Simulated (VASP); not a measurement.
Here is a VASP 6.6.1 calculation.

The input INCAR:

```
SYSTEM = TePt3
PREC = Accurate ; ENCUT = 500
EDIFF = 1E-6 ; ISMEAR = 0
SIGMA = 0.1 ; LREAL = .FALSE.
LASPH = .TRUE. ; NELM = 120
ALGO = Normal ; ISIF = 2
LWAVE = .FALSE. ; LCHARG = .TRUE.
GGA = PE ; LELF = .TRUE.
LVHAR = .TRUE. ; NBANDS = 26
GGA_COMPAT = .FALSE.
```

KPOINTS

```
regular mesh
0
G
  12 12 12
  0 0 0
```

Contents of POSCAR:

```
TePt3
1.0
    4.1294567383      0.0000000000      0.0000000000
    0.0000000000      4.1294567383      0.0000000000
    0.0000000000      0.0000000000      4.1294567383
Te Pt
1 3
Direct
    0.0000000000      0.0000000000      0.0000000000
    0.0000000000      0.5000000000      0.5000000000
    0.5000000000      0.0000000000      0.5000000000
    0.5000000000      0.5000000000      0.0000000000
```

Potentials or basis: VASP PAW PBE potentials, release 64 (Te, Pt).

Command:

```bash
$ cat potpaw_PBE.64/Te/POTCAR potpaw_PBE.64/Pt/POTCAR > POTCAR
$ mpirun -np 1 vasp_std > vasp.out
```

Problem. What does it give for the pressure?

Solution. -0.3 GPa.

Problem. Predict the band gap on the k mesh.

Solution. Zero (bands 18 and 19 overlap by 0.75 eV).

Caveat: spin-orbit coupling is left out, which moves the levels of the heavy elements.
